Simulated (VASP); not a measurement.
Wanted: the native input for a VASP 6.6.1 run.

```
Task                   : single point
Functional             : PBEsol
Potentials or basis    : VASP PAW PBE potentials, release 64 (Au)
Cutoff                 : 520 eV
k mesh                 : 12 × 12 × 1
Occupations            : gaussian, width 0.1 eV
Spin                   : no spin polarisation
Dipole correction      : yes
Further INCAR settings : ALGO = Fast; EDIFF = 1e-06; NBANDS = 36
```

The structure of Au lies in POSCAR:

```
Au
1.0
    2.8876514431      0.0000000000      0.0000000000
    0.0000000000      2.8876514431      0.0000000000
    0.0000000000      0.0000000000     23.1675116685
Au
5
Direct
    0.5000000000      0.5000000000      0.3251834942
    0.0000000000      0.0000000000      0.4118225573
    0.5000000000      0.5000000000      0.5000000001
    0.0000000000      0.0000000000      0.5881774429
    0.5000000000      0.5000000000      0.6748165055
```

One way to write it, as run:

INCAR

```
SYSTEM = Au
  ALGO = Fast
  DIPOL = 0.5 0.5 0.500
  EDIFF = 1E-6
  ENCUT = 520
  GGA = PS
  IDIPOL = 3
  ISIF = 2
  ISMEAR = 0
  LASPH = .TRUE.
  LCHARG = .FALSE.
  LDIPOL = .TRUE.
  LREAL = .FALSE.
  LWAVE = .FALSE.
  NBANDS = 36
  NELM = 100
  PREC = Accurate
  SIGMA = 0.1
```

KPOINTS

```
k-points
0
G
  12 12 1
  0 0 0
```

Potentials or basis: VASP PAW PBE potentials, release 64 (Au).

Run with:

```sh
$ cat potpaw_PBE.64/Au/POTCAR > POTCAR
$ mpirun -np 1 vasp_std > vasp.out
```

It gave:

```yaml
Largest_force: 0.010 eV/Å
Band_gap_on_the_k_mesh: zero (an odd number of electrons rules out a gap without spin polarisation)
```

Caveat: the PAW data sets were made with another functional, which shifts forces and pressure a little; spin-orbit coupling is left out, which moves the levels of the heavy elements.

Wall time 100 s on 1 thread of Intel(R) Xeon(R) 6975P-C (Granite Rapids) (shared host), peak memory 0.39 GiB.
